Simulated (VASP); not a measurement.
Crystal: TiN.

```
Ti N
1.0
     0.00000    2.10195    2.10195
     2.10195    0.00000    2.10195
     2.10195    2.10195    0.00000
Ti N
1 1
Direct
  0.00000 0.00000 0.00000
  0.50000 0.50000 0.50000
```

Base run:

| Quantity | Value |
| --- | --- |
| Program | VASP 6.6.1 |
| Functional | PBEsol |
| Potentials or basis | VASP PAW PBE potentials, release 64 (Ti_sv, N) |
| Cutoff | 520 eV |
| k mesh | 20 × 20 × 20 |
| Occupations | gaussian, width 0.15 eV |
| Spin | collinear spin |
| Starting moments | [0.75, 0.0] μB |
| Fixed moment | 0.75 μB |

Its results: pressure 5.1 GPa; site moments Ti +0.57; N +0.04 μB.

Q: The run is repeated on the same cell with these changes: fixed moment from 0.75 μB to 0.25 μB; moments at the start from [0.75, 0.0] to [0.25, 0.0]. What comes out?

A: Pressure 1.0 GPa; site moments Ti +0.19; N +0.01 μB.

Caveats: the PAW data sets were made with another functional, which shifts forces and pressure a little; the total moment is fixed, so each spin has its own Fermi level; the cell stands under pressure (at least some runs).
